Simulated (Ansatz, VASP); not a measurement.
Rh: VASP beside Ansatz

```
CELL_PARAMETERS angstrom
0.00000 1.90155 1.90155
1.90155 0.00000 1.90155
1.90155 1.90155 0.00000
ATOMIC_POSITIONS crystal
Rh 0.00000 0.00000 0.00000
```

Alike in both runs: task single point; functional r2SCAN; k mesh 8 × 8 × 8; occupations gaussian, width 0.1 eV; no spin polarisation.

|  | VASP | Ansatz |
| --- | --- | --- |
| version | VASP 6.6.1 | Ansatz 0.2.0 |
| potentials or method | VASP PAW PBE potentials, release 64 (Rh_sv_GW), cutoff 680 eV | scalar-relativistic, plane waves, PAW |
| valence electrons in the cell | 17 | 17 |

VASP gave:

```
gap on the k mesh at the Fermi level (eV) : none
pressure (GPa)                            : 0.1
```

Question: Which values does Ansatz return?

Answer: gap on the k mesh at the Fermi level (eV): none; pressure (GPa): 0.0.

VASP's potentials were made for PBE, not for r2SCAN. A gap of «none» marks a metal or a gap that the smearing closes.
